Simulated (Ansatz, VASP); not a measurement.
## One calculation of YB26As27, two programs

```xyz
54
Lattice="0.0000 7.1655 7.1655 7.1655 0.0000 7.1655 7.1655 7.1655 0.0000" Properties=species:S:1:pos:R:3 pbc="T T T"
Y     0.0000    0.0000    0.0000
B     2.4246    2.4246   -0.0154
B     4.7409    4.7409   -0.0154
B     2.4246   -0.0154    2.4246
B     4.7800    2.3855    2.3855
B     7.1809    4.7409    2.4246
B     4.7409   -0.0154    4.7409
B     7.1809    2.4246    4.7409
B     9.5528    4.7782    4.7782
B    -0.0154    2.4246    2.4246
B     2.3855    4.7800    2.3855
B     4.7409    7.1809    2.4246
B     2.3855    2.3855    4.7800
B     4.7800    4.7800    4.7800
B     7.1655    7.1655    4.7795
B     4.7409    2.4246    7.1809
B     7.1655    4.7795    7.1655
B     9.5515    7.1655    7.1655
B    -0.0154    4.7409    4.7409
B     2.4246    7.1809    4.7409
B     4.7782    9.5528    4.7782
B     2.4246    4.7409    7.1809
B     4.7795    7.1655    7.1655
B     7.1655    9.5515    7.1655
B     4.7782    4.7782    9.5528
B     7.1655    7.1655    9.5515
B     9.5528    9.5528    9.5528
As    1.4539    1.4539    1.4539
As    3.5827    3.5827    1.1693
As    5.7116    5.7116    1.4539
As    3.5827    1.1693    3.5827
As    5.9962    3.5827    3.5827
As    8.3572    5.9738    3.5854
As    5.7116    1.4539    5.7116
As    8.3572    3.5854    5.9738
As   10.7456    5.9738    5.9738
As    1.1693    3.5827    3.5827
As    3.5827    5.9962    3.5827
As    5.9738    8.3572    3.5854
As    3.5827    3.5827    5.9962
As    5.9713    5.9713    5.9713
As    8.3597    8.3597    5.9713
As    5.9738    3.5854    8.3572
As    8.3597    5.9713    8.3597
As   10.7456    8.3572    8.3572
As    1.4539    5.7116    5.7116
As    3.5854    8.3572    5.9738
As    5.9738   10.7456    5.9738
As    3.5854    5.9738    8.3572
As    5.9713    8.3597    8.3597
As    8.3572   10.7456    8.3572
As    5.9738    5.9738   10.7456
As    8.3572    8.3572   10.7456
As   10.7482   10.7482   10.7482
```

Alike in both runs: functional PBE; k mesh 2 × 2 × 2; occupations fermi-dirac, width 0.01 eV; no spin polarisation.

Ansatz relaxed the structure, and its values are those at the end. VASP's run is a single point on that final structure, the one shown.

```csv
,VASP,Ansatz
version,VASP 6.6.1,Ansatz 0.2.0
potentials or method,"VASP PAW PBE potentials, release 64 (Y_sv, B, As)","plane-wave PAW, scalar-relativistic"
plane-wave cutoff (eV),520,420
valence electrons in the cell,224,494
```

```csv
,VASP,Ansatz,Ansatz less VASP
gap on the k mesh at the Fermi level (eV),0.89,0.90,+0.011
pressure (GPa),9.2,8.6,-0.68
rms of the force components (eV/Å),0.010,0.001,-0.0097
```

VASP's potentials hold 224 valence electrons a cell and Ansatz's 494, so a difference there can come from the potentials and not from the codes. Ansatz's warnings: stress scf threshold loose.
